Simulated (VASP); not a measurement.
# ScAl (Pm-3m) in VASP: notebook

The runs below take ScAl through single point, with PBEsol.

All numbers are computed with VASP 6.6.1; they aren't measurements. Logs are shortened: lines on timing, memory, paths and dates and some standing lists are left out, and cuts for length are marked.

## (1) The cell of the first run

The structure is cubic, space group Pm-3m (No. 221). The conventional cell has a = 3.370 Å, b = 3.370 Å, c = 3.370 Å, α = 90.00°, β = 90.00°, γ = 90.00°. Within 3.8 Å of Sc (site symmetry m-3m) lie 8 Al at 2.92 Å and 6 Sc at 3.37 Å. Within 3.8 Å of Al (site symmetry m-3m) lie 8 Sc at 2.92 Å and 6 Al at 3.37 Å.

## (2) Single point, PBEsol

INCAR reads:

```
SYSTEM = ScAl
PREC = Accurate
ENCUT = 520
EDIFF = 1E-6
ISMEAR = 0
SIGMA = 0.1
LREAL = .False.
LASPH = .True.
NELM = 80
ALGO = Normal
ISIF = 2
LWAVE = .False.
LCHARG = .False.
GGA = PS
NBANDS = 14
```

KPOINTS reads:

```
Automatic mesh
0
Gamma
  10 10 10
  0.5 0.5 0.5
```

POSCAR reads:

```
ScAl
1.0
    3.3703489700      0.0000000000      0.0000000000
    0.0000000000      3.3703489700      0.0000000000
    0.0000000000      0.0000000000      3.3703489700
Sc Al
1 1
Direct
    0.5000000000      0.5000000000      0.5000000000
    0.0000000000      0.0000000000      0.0000000000
```

Potentials or basis: VASP PAW PBE potentials, release 64 (Sc_sv, Al).

Run with:

```
$ cat potpaw_PBE.64/Sc_sv/POTCAR potpaw_PBE.64/Al/POTCAR > POTCAR
$ mpirun -np 1 vasp_std > vasp.out
```

OUTCAR:

```text
SYSTEM = ScAl
   PREC = Accurate
   ENCUT = 520
   EDIFF = 1E-6
   ISMEAR = 0
   LREAL = .False.
   LASPH = .True.
   NELM = 80
   ISIF = 2
   GGA = PS

 ion  position               nearest neighbor table
   1  0.500  0.500  0.500-   2 2.92   2 2.92   2 2.92   2 2.92   2 2.92   2 2.92   2 2.92   2 2.92

   2  0.000  0.000  0.000-   1 2.92   1 2.92   1 2.92   1 2.92   1 2.92   1 2.92   1 2.92   1 2.92

  LATTYP: Found a simple cubic cell.
 ALAT       =     3.3703489700

  Lattice vectors:

 A1 = (   3.3703489700,   0.0000000000,   0.0000000000)
 A2 = (   0.0000000000,   3.3703489700,   0.0000000000)
 A3 = (   0.0000000000,   0.0000000000,   3.3703489700)

Analysis of symmetry for initial positions (statically):
=====================================================================
 Subroutine PRICEL returns:
 Original cell was already a primitive cell.

 Routine SETGRP: Setting up the symmetry group for a
 simple cubic supercell.

 Subroutine GETGRP returns: Found 48 space group operations
 (whereof 48 operations were pure point group operations)
 out of a pool of 48 trial point group operations.

The static configuration has the point symmetry O_h .

Analysis of symmetry for dynamics (positions and initial velocities):
=====================================================================
 Subroutine PRICEL returns:
 Original cell was already a primitive cell.

 Routine SETGRP: Setting up the symmetry group for a
 simple cubic supercell.

 Subroutine GETGRP returns: Found 48 space group operations
 (whereof 48 operations were pure point group operations)
 out of a pool of 48 trial point group operations.

The dynamic configuration has the point symmetry O_h .

 Subroutine INISYM returns: Found 48 space group operations
 (whereof 48 operations are pure point group operations),
 and found     1 'primitive' translations

----------------------------------------------------------------------------------------

                                     Primitive cell

  volume of cell :      38.2846

  direct lattice vectors                    reciprocal lattice vectors
     3.370348970  0.000000000  0.000000000     0.296705181  0.000000000  0.000000000
     0.000000000  3.370348970  0.000000000     0.000000000  0.296705181  0.000000000
     0.000000000  0.000000000  3.370348970     0.000000000  0.000000000  0.296705181

  length of vectors
     3.370348970  3.370348970  3.370348970     0.296705181  0.296705181  0.296705181

  position of ions in fractional coordinates (direct lattice)
     0.500000000  0.500000000  0.500000000
     0.000000000  0.000000000  0.000000000

  ion indices of the primitive-cell ions
   primitive index   ion index
                 1           1
                 2           2

----------------------------------------------------------------------------------------

 KPOINTS: Automatic mesh

Automatic generation of k-mesh.
 Grid dimensions read from file:
 generate k-points for:   10   10   10

 Generating k-lattice:

  Cartesian coordinates                     Fractional coordinates (reciprocal lattice)
     0.029670518  0.000000000  0.000000000     0.100000000  0.000000000  0.000000000
     0.000000000  0.029670518  0.000000000     0.000000000  0.100000000  0.000000000
     0.000000000  0.000000000  0.029670518     0.000000000  0.000000000  0.100000000

  Length of vectors
     0.029670518  0.029670518  0.029670518

  Shift w.r.t. Gamma in fractional coordinates (k-lattice)
     0.500000000  0.500000000  0.500000000

 Subroutine IBZKPT returns following result:
 ===========================================

 Found     35 irreducible k-points:

 Following reciprocal coordinates:
            Coordinates               Weight
  0.050000  0.050000  0.050000      8.000000
  0.150000  0.050000  0.050000     24.000000
  0.250000  0.050000  0.050000     24.000000
  0.350000  0.050000  0.050000     24.000000
  0.450000  0.050000  0.050000     24.000000
  0.150000  0.150000  0.050000     24.000000
[... 16 lines left out ...]
  0.350000  0.350000  0.150000     24.000000
  0.450000  0.350000  0.150000     48.000000
 [... further k-points ...]
   k-points           NKPTS =     35   k-points in BZ     NKDIM =     35   number of bands    NBANDS=     14
   number of dos      NEDOS =    301   number of ions     NIONS =      2
   total plane-waves  NPLWV =  21952
   dimension x,y,z NGX =    28 NGY =   28 NGZ =   28
   dimension x,y,z NGXF=    56 NGYF=   56 NGZF=   56
   ions per type =               1   1
   NGX,Y,Z   is equivalent  to a cutoff of  13.81, 13.81, 13.81 a.u.
   NGXF,Y,Z  is equivalent  to a cutoff of  27.62, 27.62, 27.62 a.u.
 SYSTEM =  ScAl
   PREC   = accura    normal or accurate (medium, high low for compatibility)
   ISTART =      0    job   : 0-new  1-cont  2-samecut
   ICHARG =      2    charge: 1-file 2-atom 10-const
   ISPIN  =      1    spin polarized calculation?
   LNONCOLLINEAR =      F non collinear calculations
   LSORBIT =      F    spin-orbit coupling
   LASPH  =      T    aspherical Exc in radial PAW
   ENCUT  =  520.0 eV  38.22 Ry    6.18 a.u.   6.27  6.27  6.27*2*pi/ulx,y,z
   NELM   =     80;   NELMIN=  2; NELMDL= -5     # of ELM steps
   EDIFF  = 0.1E-05   stopping-criterion for ELM
   LREAL  =      F    real-space projection
[... 7 lines left out ...]
   TEBEG  =    0.0;   TEEND  =   0.0 temperature during run
   PSTRESS=    0.0 pullay stress
   NELECT =      14.0000    total number of electrons
   NUPDOWN=      -1.0000    fix difference up-down
   EMIN   =  10.00;   EMAX   =-10.00  energy-range for DOS
   EFERMI =   0.00;   METHOD = LEGACY
   ISMEAR =     0;   SIGMA  =   0.10  broadening in eV -4-tet -1-fermi 0-gaus
   EFERMI_NEDOS =   21; number of points for ismear=-14 and -15
   IALGO  =     38    algorithm
   IMIX   =      4    mixing-type and parameters
     AMIX     =   0.40;   BMIX     =  1.00
     AMIX_MAG =   1.60;   BMIX_MAG =  1.00
  volume/ion in A,a.u.               =      19.14       129.18
  Fermi-wavevector in a.u.,A,eV,Ry     =   1.170692  2.212287 18.647052  1.370520
  Thomas-Fermi vector in A             =   2.307147
   LORBIT       =      0    0 simple, 1 ext, 2 COOP (PROOUT), +10 PAW based schemes
   GGA     = PS    functional components
   LHFCALC =     F    Hartree Fock is set to
   AEXX    =    0.0000 exact exchange contribution
   IVDW    =     0    specifies the selected vdW correction
   LEPSILON=     F    determine dielectric tensor
   LRPA    =     F    only Hartree local field effects (RPA)
 non-spin polarized calculation
 Gauss-broadening in eV      SIGMA  =   0.10
  energy-cutoff  :      520.00
  volume of cell :       38.28
 maximum number of plane-waves:      1040
 NGX is ok and might be reduce to    28
   NGX = 13   NGY = 13   NGZ = 13

 number of electron      14.0000002 magnetization

 Free energy of the ion-electron system (eV)
  ---------------------------------------------------
  ext. energy  EPLUGINS =         0.00000000
  ---------------------------------------------------
  free energy    TOTEN  =       -11.61970303 eV

  energy without entropy =      -11.61358857  energy(sigma->0) =      -11.61664580

 E-fermi :   5.9958     XC(G=0): -10.4070

 val. band max:        5.9638391356   @ k =   0.3500   0.0500   0.0500
 cond. band min:       6.0073245674   @ k =   0.4500   0.1500   0.0500
 fundamental gap:      0.0434854318
 Fermi energy:         5.9958221101

 k-point     1 :       0.0500    0.0500    0.0500
  band No.  band energies     occupation
      1     -43.2528      2.00000
      2     -21.9341      2.00000
      3     -21.9332      2.00000
      4     -21.9332      2.00000
      5      -2.3814      2.00000
      6       5.2763      2.00000
      7       5.2763      2.00000
      8       8.2519      0.00000
      9       8.5103      0.00000
     10       8.5103      0.00000
     11       9.8501      0.00000
     12       9.8501      0.00000
     13       9.9847      0.00000
     14      14.6902      0.00000

 k-point     2 :       0.1500    0.0500    0.0500
  band No.  band energies     occupation
      1     -43.2501      2.00000
      2     -21.9670      2.00000
      3     -21.9307      2.00000
      4     -21.9302      2.00000
      5      -2.0993      2.00000
      6       4.9518      2.00000
      7       5.4149      2.00000
      8       7.7134      0.00000
      9       7.9125      0.00000
     10       8.5817      0.00000
     11       9.3258      0.00000
     12      10.6238      0.00000
     13      10.6330      0.00000
     14      14.2438      0.00000

 k-point     3 :       0.2500    0.0500    0.0500
  band No.  band energies     occupation
      1     -43.2457      2.00000
      2     -22.0206      2.00000
      3     -21.9258      2.00000
      4     -21.9253      2.00000
      5      -1.5523      2.00000
      6       4.1006      2.00000
      7       5.6646      2.00000
      8       7.2786      0.00000
      9       7.3440      0.00000
     10       8.6694      0.00000
     11       9.1027      0.00000
     12      11.4931      0.00000
     13      11.5411      0.00000
     14      13.5579      0.00000
[... 324 lines left out ...]
 k-point    23 :       0.3500    0.3500    0.1500
  band No.  band energies     occupation
      1     -43.2274      2.00000
      2     -22.0522      2.00000
      3     -22.0484      2.00000
      4     -21.9388      2.00000
      5       0.6259      2.00000
      6       3.9082      2.00000
      7       4.2330      2.00000
      8       6.4867      0.00000
      9       7.1364      0.00000
     10       7.6523      0.00000
     11       9.8621      0.00000
     12      10.3349      0.00000
     13      11.8476      0.00000
     14      12.7393      0.00000

 k-point    24 :       0.4500    0.3500    0.1500
  band No.  band energies     occupation
      1     -43.2248      2.00000
      2     -22.0811      2.00000
      3     -22.0458      2.00000
      4     -21.9356      2.00000
      5       1.1264      2.00000
      6       3.3497      2.00000
      7       4.4171      2.00000
      8       6.2452      0.00042
      9       7.4277      0.00000
     10       7.6410      0.00000
     11       9.7688      0.00000
     12      10.1744      0.00000
     13      11.5201      0.00000
     14      12.7121      0.00000

 [... further k-points ...]

------------------------ aborting loop because EDIFF is reached ----------------------------------------

  FORCE on cell =-STRESS in cart. coord.  units (eV):
  Direction    XX          YY          ZZ          XY          YZ          ZX
  --------------------------------------------------------------------------------------
  -------------------------------------------------------------------------------------
  Total       -0.3928020     -0.3928020     -0.3928020     -0.0000000     -0.0000000     -0.0000000
  in kB      -16.4384044    -16.4384044    -16.4384044     -0.0000000     -0.0000000     -0.0000000
  external PRESSURE =     -16.4384044 kB  Pullay stress =       0.0000000 kB

 VOLUME and BASIS-vectors are now :
 -----------------------------------------------------------------------------
  energy-cutoff  :      520.00
  volume of cell :       38.28
      direct lattice vectors                 reciprocal lattice vectors
     3.370348970  0.000000000  0.000000000     0.296705181  0.000000000  0.000000000
     0.000000000  3.370348970  0.000000000     0.000000000  0.296705181  0.000000000
     0.000000000  0.000000000  3.370348970     0.000000000  0.000000000  0.296705181

 POSITION                                       TOTAL-FORCE (eV/Angst)
 -----------------------------------------------------------------------------------
      1.68517      1.68517      1.68517         0.000000      0.000000      0.000000
      0.00000      0.00000      0.00000         0.000000      0.000000      0.000000
 -----------------------------------------------------------------------------------
    total drift:                                0.000000      0.000000      0.000000

  FREE ENERGIE OF THE ION-ELECTRON SYSTEM (eV)
  ---------------------------------------------------
  free  energy   TOTEN  =       -11.6197030329 eV

  energy  without entropy=      -11.6135885738  energy(sigma->0) =      -11.61664580
```

Run time: 28 s. Hardware: 1 thread of Intel Xeon 8259CL, shared host; peak memory 0.16 GiB.

What came out:

| Item | Value |
| --- | --- |
| Free energy | -11.6197 eV |
| Pressure | -1.6 GPa |
| Band gap on the k mesh | zero (bands 7 and 8 overlap by 0.72 eV) |

Levels at points of the mesh, in eV from the Fermi level:
| k point | band 3 | band 4 | band 5 | band 6 | band 7 | band 8 | band 9 | band 10 | band 11 | band 12 |
| --- | --- | --- | --- | --- | --- | --- | --- | --- | --- | --- |
| (0.05, 0.05, 0.05) | -27.93 | -27.93 | -8.38 | -0.72 | -0.72 | 2.26 | 2.51 | 2.51 | 3.85 | 3.85 |

Caveat: the PAW data sets were made with another functional, which shifts forces and pressure a little.

## (3) Single point, PBEsol

INCAR reads:

```
PREC     = Accurate       # precision mode
ENCUT    = 520            # plane-wave cutoff, eV
EDIFF    = 1E-7           # SCF threshold, eV
ISMEAR   = 0              # smearing method
SIGMA    = 0.1            # smearing width, eV
LREAL    = F              # projectors in reciprocal space
LASPH    = T              # aspherical terms in the spheres
NELM     = 80             # most SCF steps
ALGO     = Normal         # electronic algorithm
ISIF     = 2              # what is computed and relaxed
LWAVE    = F              # write WAVECAR
LCHARG   = F              # write CHGCAR
GGA      = PS             # functional
NBANDS   = 14             # bands
```

KPOINTS reads:

```
Automatic mesh
0
Gamma
  12 12 12
```

POSCAR is that of step 2.

Potentials or basis: VASP PAW PBE potentials, release 64 (Sc_sv, Al).

Run with:

```
$ cat potpaw_PBE.64/Sc_sv/POTCAR potpaw_PBE.64/Al/POTCAR > POTCAR
$ mpirun -np 1 vasp_std > vasp.out
```

It took 68 s on 1 thread of Intel Xeon 8259CL, shared host; peak memory 0.19 GiB.

The run converged. Its results:

```
Free energy            : -11.6210 eV
Pressure               : -1.7 GPa
Band gap on the k mesh : zero (bands 7 and 8 overlap by 1.18 eV)
```

Levels at points of the mesh, in eV from the Fermi level:
```csv
k point,band 4,band 5,band 6,band 7,band 8,band 9,band 10,band 11
"(0.00, 0.00, 0.00)",-27.89,-8.44,-0.66,-0.66,2.73,2.73,2.73,3.75
"(0.50, 0.00, 0.00)",-27.87,-5.65,-4.54,0.28,0.79,0.79,2.96,3.83
"(0.50, 0.50, 0.00)",-27.85,-4.69,-1.83,-1.83,-0.83,1.55,1.55,3.71
"(0.50, 0.50, 0.50)",-28.02,-2.53,-2.53,-2.53,-0.43,2.91,2.91,2.91
```

Caveat: the PAW data sets were made with another functional, which shifts forces and pressure a little.

## (4) Single point, PBEsol

INCAR reads:

```
SYSTEM = ScAl
ALGO     = Fast           ! electronic algorithm
EDIFF    = 1E-6           ! SCF threshold, eV
ENCUT    = 520            ! plane-wave cutoff, eV
GGA      = PS             ! functional
ISIF     = 2              ! what is computed and relaxed
ISMEAR   = 0              ! smearing method
LASPH    = .TRUE.         ! aspherical terms in the spheres
LCHARG   = .FALSE.        ! write CHGCAR
LREAL    = .FALSE.        ! projectors in reciprocal space
LWAVE    = .FALSE.        ! write WAVECAR
NBANDS   = 14             ! bands
NELM     = 100            ! most SCF steps
PREC     = Accurate       ! precision mode
SIGMA    = 0.1            ! smearing width, eV
```

KPOINTS reads:

```
k-points
0
G
  12 12 12
  0 0 0
```

POSCAR is that of step 3.

Run with:

```
$ cat potpaw_PBE.64/Sc_sv/POTCAR potpaw_PBE.64/Al/POTCAR > POTCAR
$ mpirun -np 1 vasp_std > vasp.out
```

Run time: 72 s. Hardware: 1 thread of Intel Xeon 8259CL, shared host; peak memory 0.18 GiB.

Results (log left out):

- Free energy: -11.6210 eV
- Pressure: -1.7 GPa
- Band gap on the k mesh: zero (bands 7 and 8 overlap by 1.18 eV)

Levels at points of the mesh, in eV from the Fermi level:
```csv
k point,band 5,band 6,band 7,band 8,band 9,band 10
"(0.00, 0.00, 0.00)",-8.44,-0.66,-0.66,2.73,2.73,2.73
"(0.50, 0.00, 0.00)",-5.65,-4.54,0.28,0.79,0.79,2.96
"(0.50, 0.50, 0.00)",-4.69,-1.83,-1.83,-0.83,1.55,1.55
"(0.50, 0.50, 0.50)",-2.53,-2.53,-2.53,-0.43,2.91,2.91
```

Caveat: the PAW data sets were made with another functional, which shifts forces and pressure a little.

(Part 1 of 2 ends here.)
